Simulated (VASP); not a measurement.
# CuReO2 (R-3m) in VASP: single point with PBE

Aim: the single point of CuReO2 with PBE.

Everything below comes from runs of VASP 6.6.1. Logs are shortened: lines on timing, memory, paths and dates and some standing lists are left out, and cuts for length are marked.

## 1. The cell of the first run

It takes space group R-3m (No. 166, trigonal). The conventional cell has a = 2.935 Å, b = 2.935 Å, c = 15.985 Å, α = 90.00°, β = 90.00°, γ = 120.00°. Within 3.2 Å of Cu (site symmetry -3m) lie 6 O at 2.33 Å and 6 Cu at 2.94 Å and 6 Re at 3.16 Å. Re (site symmetry -3m) has 6 O at 2.00 Å within 2.7 Å. O (site symmetry 3m) has 3 Re at 2.00 Å and 3 Cu at 2.33 Å and 3 O at 2.72 Å within 2.8 Å.

## 2. Single point, PBE, collinear spin

INCAR reads:

```
SYSTEM = CuReO2
PREC = Accurate ; ENCUT = 520
EDIFF = 1E-6 ; ISMEAR = 0
SIGMA = 0.05 ; LREAL = .FALSE.
LASPH = .TRUE. ; NELM = 150
ALGO = Normal ; ISIF = 2
LWAVE = .FALSE. ; LCHARG = .FALSE.
ISPIN = 2 ; MAGMOM = 0.01 0.04 0 0
LORBIT = 11 ; LMAXMIX = 4
GGA = PE ; NBANDS = 27
```

KPOINTS reads:

```
Automatic mesh
0
G
  7 7 7
  0 0 0
```

POSCAR reads:

```
CuReO2
1.0
    1.4677325500      0.8473957800      5.3284292500
   -1.4677325500      0.8473957800      5.3284292500
    0.0000000000     -1.6947915700      5.3284292500
Cu Re O
1 1 2
Direct
    0.5000000000      0.5000000000      0.5000000000
    0.0000000000      0.0000000000      0.0000000000
    0.2667000000      0.2667000000      0.2667000000
    0.7333000000      0.7333000000      0.7333000000
```

Potentials or basis: VASP PAW PBE potentials, release 64 (Cu, Re, O).

On the command line:

```console
$ cat potpaw_PBE.64/Cu/POTCAR potpaw_PBE.64/Re/POTCAR potpaw_PBE.64/O/POTCAR > POTCAR
$ mpirun -np 1 vasp_std > vasp.out
```

OUTCAR:

```text
SYSTEM = CuReO2
   PREC = Accurate
   ENCUT = 520
   EDIFF = 1E-6
   ISMEAR = 0
   LREAL = .FALSE.
   LASPH = .TRUE.
   NELM = 150
   ISIF = 2
   ISPIN = 2
   LORBIT = 11
   GGA = PE

 ion  position               nearest neighbor table
   1  0.500  0.500  0.500-   3 2.33   3 2.33   4 2.33   4 2.33   3 2.33   4 2.33
   2  0.000  0.000  0.000-   4 2.00   4 2.00   3 2.00   3 2.00   4 2.00   3 2.00
   3  0.267  0.267  0.267-   2 2.00   2 2.00   2 2.00   1 2.33   1 2.33   1 2.33
   4  0.733  0.733  0.733-   2 2.00   2 2.00   2 2.00   1 2.33   1 2.33   1 2.33

  LATTYP: Found a trigonal (rhomboedric) cell.
 ALAT       =     5.5914646309
 COS(alpha) =     0.8621925543

  Lattice vectors:

 A1 = (   1.4677325500,   0.8473957800,   5.3284292500)
 A2 = (  -1.4677325500,   0.8473957800,   5.3284292500)
 A3 = (   0.0000000000,  -1.6947915700,   5.3284292500)

Analysis of symmetry for initial positions (statically):
=====================================================================
 Subroutine PRICEL returns:
 Original cell was already a primitive cell.

 Routine SETGRP: Setting up the symmetry group for a
 trigonal (rhombohedral) supercell.

 Subroutine GETGRP returns: Found 12 space group operations
 (whereof 12 operations were pure point group operations)
 out of a pool of 12 trial point group operations.

The static configuration has the point symmetry D_3d.

Analysis of symmetry for dynamics (positions and initial velocities):
=====================================================================
 Subroutine PRICEL returns:
 Original cell was already a primitive cell.

 Routine SETGRP: Setting up the symmetry group for a
 trigonal (rhombohedral) supercell.

 Subroutine GETGRP returns: Found 12 space group operations
 (whereof 12 operations were pure point group operations)
 out of a pool of 12 trial point group operations.

The dynamic configuration has the point symmetry D_3d.

Analysis of structural, dynamic, and magnetic symmetry:
=====================================================================
 Subroutine PRICEL returns:
 Original cell was already a primitive cell.

 Routine SETGRP: Setting up the symmetry group for a
 trigonal (rhombohedral) supercell.

 Subroutine GETGRP returns: Found 12 space group operations
 (whereof 12 operations were pure point group operations)
 out of a pool of 12 trial point group operations.

The overall configuration has the point symmetry D_3d.

 Subroutine INISYM returns: Found 12 space group operations
 (whereof 12 operations are pure point group operations),
 and found     1 'primitive' translations

----------------------------------------------------------------------------------------

                                     Primitive cell

  volume of cell :      39.7634

  direct lattice vectors                    reciprocal lattice vectors
     1.467732550  0.847395780  5.328429250     0.340661519  0.196681020  0.062557523
    -1.467732550  0.847395780  5.328429250    -0.340661519  0.196681020  0.062557523
     0.000000000 -1.694791570  5.328429250     0.000000000 -0.393362039  0.062557522

  length of vectors
     5.591464631  5.591464631  5.591464633     0.398305332  0.398305332  0.398305332

  position of ions in fractional coordinates (direct lattice)
     0.500000000  0.500000000  0.500000000
     0.000000000  0.000000000  0.000000000
     0.266700000  0.266700000  0.266700000
     0.733300000  0.733300000  0.733300000

  ion indices of the primitive-cell ions
   primitive index   ion index
                 1           1
                 2           2
                 3           3
                 4           4

----------------------------------------------------------------------------------------

 KPOINTS: Automatic mesh

Automatic generation of k-mesh.
 Grid dimensions read from file:
 generate k-points for:    7    7    7

 Generating k-lattice:

  Cartesian coordinates                     Fractional coordinates (reciprocal lattice)
     0.048665931  0.028097289  0.008936789     0.142857143 -0.000000000  0.000000000
    -0.048665931  0.028097289  0.008936789    -0.000000000  0.142857143  0.000000000
     0.000000000 -0.056194577  0.008936789     0.000000000  0.000000000  0.142857143

  Length of vectors
     0.056900762  0.056900762  0.056900762

  Shift w.r.t. Gamma in fractional coordinates (k-lattice)
     0.000000000  0.000000000  0.000000000

 Subroutine IBZKPT returns following result:
 ===========================================

 Found     44 irreducible k-points:

 Following reciprocal coordinates:
            Coordinates               Weight
  0.000000  0.000000  0.000000      1.000000
  0.142857  0.000000  0.000000      6.000000
  0.285714 -0.000000  0.000000      6.000000
  0.428571 -0.000000 -0.000000      6.000000
  0.142857  0.142857  0.000000      6.000000
  0.285714  0.142857 -0.000000     12.000000
[... 16 lines left out ...]
  0.285714  0.285714  0.142857      6.000000
  0.428571  0.285714  0.142857     12.000000
 [... further k-points ...]
   k-points           NKPTS =     44   k-points in BZ     NKDIM =     44   number of bands    NBANDS=     27
   number of dos      NEDOS =    301   number of ions     NIONS =      4
   total plane-waves  NPLWV =  74088
   dimension x,y,z NGX =    42 NGY =   42 NGZ =   42
   dimension x,y,z NGXF=    84 NGYF=   84 NGZF=   84
   ions per type =               1   1   2
   NGX,Y,Z   is equivalent  to a cutoff of  12.49, 12.49, 12.49 a.u.
   NGXF,Y,Z  is equivalent  to a cutoff of  24.97, 24.97, 24.97 a.u.
 SYSTEM =  CuReO2
   PREC   = accura    normal or accurate (medium, high low for compatibility)
   ISTART =      0    job   : 0-new  1-cont  2-samecut
   ICHARG =      2    charge: 1-file 2-atom 10-const
   ISPIN  =      2    spin polarized calculation?
   LNONCOLLINEAR =      F non collinear calculations
   LSORBIT =      F    spin-orbit coupling
   LASPH  =      T    aspherical Exc in radial PAW
   ENCUT  =  520.0 eV  38.22 Ry    6.18 a.u.  10.40 10.40 10.40*2*pi/ulx,y,z
   NELM   =    150;   NELMIN=  2; NELMDL= -5     # of ELM steps
   EDIFF  = 0.1E-05   stopping-criterion for ELM
   LREAL  =      F    real-space projection
   EDIFFG = 0.1E-04   stopping-criterion for IOM
   NSW    =      0    number of steps for IOM
   IBRION =     -1    ionic relax: 0-MD 1-quasi-New 2-CG
   NFREE  =      0    steps in history (QN), initial steepest desc. (CG)
   ISIF   =      2    stress and relaxation
   ISYM   =      2    0-nonsym 1-usesym 2-fastsym
   POTIM  = 0.5000    time-step for ionic-motion
   TEBEG  =    0.0;   TEEND  =   0.0 temperature during run
   PSTRESS=    0.0 pullay stress
   NELECT =      30.0000    total number of electrons
   NUPDOWN=      -1.0000    fix difference up-down
   EMIN   =  10.00;   EMAX   =-10.00  energy-range for DOS
   EFERMI =   0.00;   METHOD = LEGACY
   ISMEAR =     0;   SIGMA  =   0.05  broadening in eV -4-tet -1-fermi 0-gaus
   EFERMI_NEDOS =   21; number of points for ismear=-14 and -15
   IALGO  =     38    algorithm
   IMIX   =      4    mixing-type and parameters
     AMIX     =   0.40;   BMIX     =  1.00
     AMIX_MAG =   1.60;   BMIX_MAG =  1.00
  volume/ion in A,a.u.               =       9.94        67.08
  Fermi-wavevector in a.u.,A,eV,Ry     =   1.490347  2.816347 30.220359  2.221134
  Thomas-Fermi vector in A             =   2.603140
   LORBIT       =     11    0 simple, 1 ext, 2 COOP (PROOUT), +10 PAW based schemes
   GGA     = PE    functional components
   LHFCALC =     F    Hartree Fock is set to
   AEXX    =    0.0000 exact exchange contribution
   IVDW    =     0    specifies the selected vdW correction
   LEPSILON=     F    determine dielectric tensor
   LRPA    =     F    only Hartree local field effects (RPA)
 spin polarized calculation
 Gauss-broadening in eV      SIGMA  =   0.05
  energy-cutoff  :      520.00
  volume of cell :       39.76
 maximum number of plane-waves:      1094
 NGX is ok and might be reduce to    42
   NGX = 21   NGY = 21   NGZ = 21

 number of electron      29.9999994 magnetization       0.0093773

 Free energy of the ion-electron system (eV)
  ---------------------------------------------------
  ext. energy  EPLUGINS =         0.00000000
  ---------------------------------------------------
  free energy    TOTEN  =       -26.02008387 eV

  energy without entropy =      -26.01540705  energy(sigma->0) =      -26.01774546

 E-fermi :   8.5293     XC(G=0): -12.8559

 val. band max:        8.5173930499   @ k =  -0.1429   0.1429   0.1429
 cond. band min:       8.5465793881   @ k =   0.1429   0.1429   0.1429
 fundamental gap:      0.0291863382
 Fermi energy:         8.5292610790

 spin component 1

 k-point     1 :       0.0000    0.0000    0.0000
  band No.  band energies     occupation
      1     -14.3878      1.00000
      2     -12.4410      1.00000
      3      -2.1465      1.00000
      4      -0.4550      1.00000
      5      -0.4550      1.00000
      6       2.5521      1.00000
[... 19 lines left out ...]
     26      27.1412      0.00000
     27      28.5071      0.00000
[... 667 lines left out ...]
      5      -0.1131      1.00000
      6       1.0117      1.00000
[... 19 lines left out ...]
     26      24.8329      0.00000
     27      27.2113      0.00000

 [... further k-points ...]

 spin component 2

 k-point     1 :       0.0000    0.0000    0.0000
  band No.  band energies     occupation
      1     -14.3869      1.00000
      2     -12.4402      1.00000
      3      -2.1437      1.00000
      4      -0.4537      1.00000
      5      -0.4537      1.00000
      6       2.5537      1.00000
[... 19 lines left out ...]
     26      27.1449      0.00000
     27      28.5091      0.00000
[... 667 lines left out ...]
      5      -0.1119      1.00000
      6       1.0132      1.00000
[... 19 lines left out ...]
     26      24.8360      0.00000
     27      27.2131      0.00000

 [... further k-points ...]
[... 5 lines left out ...]
  --------------------------------------------------------------------------------------
  -------------------------------------------------------------------------------------
  Total        6.9762474      6.9762474     15.7352402      0.0000000     -0.0000000      0.0000000
  in kB      281.0921880    281.0921883    634.0160926      0.0000000     -0.0000004      0.0000000
  external PRESSURE =     398.7334897 kB  Pullay stress =       0.0000000 kB

 VOLUME and BASIS-vectors are now :
 -----------------------------------------------------------------------------
  energy-cutoff  :      520.00
  volume of cell :       39.76
      direct lattice vectors                 reciprocal lattice vectors
     1.467732550  0.847395780  5.328429250     0.340661519  0.196681020  0.062557523
    -1.467732550  0.847395780  5.328429250    -0.340661519  0.196681020  0.062557523
     0.000000000 -1.694791570  5.328429250     0.000000000 -0.393362039  0.062557522

 POSITION                                       TOTAL-FORCE (eV/Angst)
 -----------------------------------------------------------------------------------
      0.00000     -0.00000      7.99264        -0.000000      0.000000     -0.000000
      0.00000      0.00000      0.00000         0.000000      0.000000     -0.000000
      0.00000     -0.00000      4.26328         0.000000      0.000000     -4.084555
      0.00000     -0.00000     11.72201         0.000000     -0.000000      4.084555
 -----------------------------------------------------------------------------------
    total drift:                                0.000000      0.000000      0.000000

  FREE ENERGIE OF THE ION-ELECTRON SYSTEM (eV)
  ---------------------------------------------------
  free  energy   TOTEN  =       -26.0200838662 eV

  energy  without entropy=      -26.0154070482  energy(sigma->0) =      -26.01774546

 total charge

# of ion       s       p       d       tot
------------------------------------------
    1        0.266   0.166   9.409   9.841
    2        0.532   0.716   5.040   6.288
    3        1.574   3.495   0.000   5.068
    4        1.574   3.495   0.000   5.068
--------------------------------------------------
tot          3.945   7.871  14.449  26.265

 magnetization (x)

# of ion       s       p       d       tot
------------------------------------------
    1        0.001   0.000   0.000   0.001
    2        0.000   0.000   0.006   0.006
    3        0.000   0.000   0.000   0.000
    4        0.000   0.000   0.000   0.000
--------------------------------------------------
tot          0.001   0.001   0.007   0.008
```

It took 2.3 min on 1 thread of Intel Xeon Platinum 8559C (Emerald Rapids), shared host; peak memory 0.36 GiB.

What came out:

```
Free energy                                           : -26.0201 eV
Pressure                                              : 39.9 GPa
Largest force                                         : 4.085 eV/Å
Band gap on the k mesh                                : zero (filled and empty bands overlap)
Net moment                                            : 0.01 μB per cell
Valence electrons inside the program's atomic spheres : Cu 9.84; Re 6.29; O 5.07
```

Forces in eV/Å, atoms in the order of the input:
```
Cu   0.000  0.000  0.000
Re   0.000  0.000  0.000
O    0.000  0.000 -4.085
O    0.000  0.000  4.085
```

Stress tensor (GPa, compression positive):
```
28.11  0.00  0.00
 0.00 28.11  0.00
 0.00  0.00 63.40
```

Caveat: the stress differs along the axes, from 28 to 63 GPa; spin-orbit coupling is left out, which moves the levels of the heavy elements; semilocal functionals often make such compounds metallic where correlation or magnetic order opens a gap, which also shifts bond lengths; forces of over 1 eV/Å act on the atoms, so gaps and moduli don't describe the material at rest.

The gap in the log of VASP goes by the Fermi energy; the results here count the filled bands.